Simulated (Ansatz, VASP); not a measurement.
## WSe2 in VASP and in Ansatz

```
W Se
1.0
     3.31460    0.00000    0.00000
    -1.65730    2.87052    0.00000
     0.00000    0.00000   36.53700
W Se
4 8
Cartesian
  1.6573 0.9568 33.1126
  1.6573 0.9568 10.2776
  0.0000 1.9137 26.2594
  0.0000 1.9137 3.4244
  0.0000 1.9137 34.7742
  0.0000 1.9137 11.9383
  1.6573 0.9568 27.9213
  1.6573 0.9568 5.0861
  0.0000 1.9137 31.4509
  0.0000 1.9137 8.6157
  1.6573 0.9568 24.5987
  1.6573 0.9568 1.7628
```

Alike in both runs: functional r2SCAN; k mesh 12 × 12 × 1; occupations gaussian, width 0.02 eV; no spin polarisation.

Ansatz relaxed the structure, and its values are those at the end. VASP's run is a single point on that final structure, the one shown.

|  | VASP | Ansatz |
| --- | --- | --- |
| version | VASP 6.6.1 | Ansatz 0.2.0 |
| potentials or method | VASP PAW PBE potentials, release 64 (W_sv, Se), cutoff 520 eV | scalar-relativistic, plane waves, PAW |
| valence electrons in the cell | 104 | 184 |

|  | VASP | Ansatz | Ansatz less VASP |
| --- | --- | --- | --- |
| gap on the k mesh at the Fermi level (eV) | 1.45 | 1.45 | +0.005 |
| least direct gap on the mesh (eV) | 1.60 | 1.60 | +0.002 |
| rms of the force components (eV/Å) | 0.021 | 0.001 | -0.0206 |

VASP's potentials were made for PBE, not for r2SCAN. VASP's potentials hold 104 valence electrons a cell and Ansatz's 184, so a difference there can come from the potentials and not from the codes. Ansatz's warnings: xc potential rough in thin density.

Spin-orbit coupling is off throughout.
